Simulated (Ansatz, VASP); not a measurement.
## Ge in VASP and in Ansatz

INCAR

```
PREC     = Accurate       # precision mode
ENCUT    = 520            # plane-wave cutoff, eV
EDIFF    = 1E-7           # SCF threshold, eV
ISMEAR   = 0              # smearing method
SIGMA    = 0.15           # smearing width, eV
LREAL    = False          # projectors in reciprocal space
LASPH    = True           # aspherical terms in the spheres
NELM     = 80             # most SCF steps
ALGO     = Normal         # electronic algorithm
ISIF     = 2              # what is computed and relaxed
LWAVE    = False          # write WAVECAR
LCHARG   = False          # write CHGCAR
GGA      = PS             # functional
NBANDS   = 13             # bands
```

The input KPOINTS:

```
Automatic mesh
0
Gamma
  20 20 18
```

File POSCAR:

```
Ge
1.0
    1.3971490000     -2.5615082600      0.0000000000
    1.3971490000      2.5615082600      0.0000000000
    0.0000000000      0.0000000000      2.6982310000
Ge
1
Direct
    0.5000000000      0.5000000000      0.0000000000
```

Input for Ansatz:

```yaml
crystal:
  lattice:
    - [1.397149, -2.56150826, 0.0]
    - [1.397149, 2.56150826, 0.0]
    - [0.0, 0.0, 2.698231]
  atoms:
    - { symbol: Ge, position: [0.5, 0.5, 0.0] }
basis:
  ecutwfc: 420
kpoints:
  mp_grid: { grid: [20, 20, 18] }
hamiltonian:
  xc: pbesol
scf:
  occupations: { method: gaussian, width: 0.15 }
output:
  forces: true
  stress: true
  eigenvalues: true
```

Change from the starting cell: strain -0.0150 x Voigt [0, 1, 0, 0, 0, 0], atoms carried along.

Alike in both runs: task single point; functional PBEsol; k mesh 20 × 20 × 18; occupations gaussian, width 0.15 eV; no spin polarisation.

|  | VASP | Ansatz |
| --- | --- | --- |
| version | VASP 6.6.1 | Ansatz 0.2.0 |
| potentials or method | VASP PAW PBE potentials, release 64 (Ge_d), cutoff 520 eV | scalar-relativistic, plane waves, PAW |
| valence electrons in the cell | 14 | 14 |

Ansatz gave:

* gap on the k mesh at the Fermi level (eV): none
* pressure (GPa): -3.2
* traceless stress, the component that is largest in VASP (GPa): 0.95

Task: What did VASP give for the same quantities?

Result: gap on the k mesh at the Fermi level (eV): none; pressure (GPa): -3.4; traceless stress, the component that is largest in VASP (GPa): 0.96.

VASP's potentials were made for PBE, not for PBEsol. A gap of «none» marks a metal or a gap that the smearing closes. With one functional, cell and mesh, what is left measures potentials, basis and numerics.
